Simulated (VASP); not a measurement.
Here is a VASP 6.6.1 calculation.

File INCAR:

```
SYSTEM = Sc2GaP3
PREC = Accurate
ENCUT = 520
EDIFF = 1E-6
ISMEAR = 0
SIGMA = 0.1
LREAL = .FALSE.
LASPH = .TRUE.
NELM = 80
ALGO = Normal
ISIF = 2
LWAVE = .FALSE.
LCHARG = .TRUE.
GGA = PE
LELF = .TRUE.
LVHAR = .TRUE.
NBANDS = 34
```

File KPOINTS:

```
Automatic mesh
0
G
  6 6 2
  0 0 0
```

POSCAR

```
Sc2GaP3
1.0
    3.7109017935      0.0000000000      0.0000000000
    0.0000000000      3.7109017935      0.0000000000
    0.0000000000      0.0000000000      7.6232329658
Sc Ga P
2 1 3
Direct
    0.5000000000      0.0000000000      0.6811994516
    0.0000000000      0.5000000000      0.3188005484
    0.5000000000      0.5000000000      0.0000000000
    0.5000000000      0.0000000000      0.3330755970
    0.0000000000      0.5000000000      0.6669244030
    0.0000000000      0.0000000000      0.0000000000
```

Potentials or basis: VASP PAW PBE potentials, release 64 (Sc_sv, Ga_d, P).

The run is started by

```sh
$ cat potpaw_PBE.64/Sc_sv/POTCAR potpaw_PBE.64/Ga_d/POTCAR potpaw_PBE.64/P/POTCAR > POTCAR
$ mpirun -np 1 vasp_std > vasp.out
```

Q: Estimate the largest force.

A: 0.038 eV/Å.

Q: What does it give for the band gap on the k mesh?

A: Zero (band 25 reaches 7.18 eV, above the bottom of band 26 at 5.65 eV).

Forces on the atoms (eV/Å):
```
Sc   0.000  0.000  0.038
Sc   0.000  0.000 -0.038
Ga   0.000  0.000  0.000
P    0.000  0.000 -0.011
P    0.000  0.000  0.011
P    0.000  0.000  0.000
```

Caveat: the k points lie up to 0.41 Å⁻¹ apart.
